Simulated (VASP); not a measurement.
A run of VASP 6.6.1 is set up as follows.

POSCAR

```
Be2C
1.0
    0.0000000000      2.2143817486      2.2143817486
    2.2143817486      0.0000000000      2.2143817486
    2.2143817486      2.2143817486      0.0000000000
Be C
2 1
Direct
    0.2500000000      0.2500000000      0.2500000000
    0.7500000000      0.7500000000      0.7500000000
    0.0000000000      0.0000000000      0.0000000000
```

Contents of INCAR.step1:

```
PREC = Accurate
ENCUT = 660
ISMEAR = 0
SIGMA = 0.01
LREAL = F
LASPH = T
NELM = 120
NBANDS = 11
GGA = PE
ALGO = Normal
EDIFF = 1E-5
LWAVE = T
LCHARG = F
GGA_COMPAT = F
```

The input INCAR.step2:

```
PREC = Accurate
ENCUT = 660
EDIFF = 1E-6
ISMEAR = 0
SIGMA = 0.01
LREAL = F
LASPH = T
NELM = 120
ALGO = Normal
ISIF = 2
LWAVE = F
LCHARG = T
METAGGA = R2SCAN
LMIXTAU = T
LELF = T
LVHAR = T
NBANDS = 11
ISTART = 1
GGA_COMPAT = F
```

KPOINTS

```
Automatic mesh
0
Gamma
  7 7 7
```

Potentials or basis: VASP PAW PBE potentials, release 64 (Be, C).

Launch:

```bash
$ cat potpaw_PBE.64/Be/POTCAR potpaw_PBE.64/C/POTCAR > POTCAR
$ cp INCAR.step1 INCAR
$ mpirun -np 1 vasp_std > vasp.out
$ cp INCAR.step2 INCAR
$ mpirun -np 1 vasp_std > vasp.out
```

(1) What does it give for the pressure?

(2) What does it give for the band gap on the k mesh?

Results:

(1) -12.7 GPa.

(2) 1.73 eV, indirect (least direct gap 4.48 eV).

Caveat: the PAW data sets were made with another functional, which shifts forces and pressure a little.
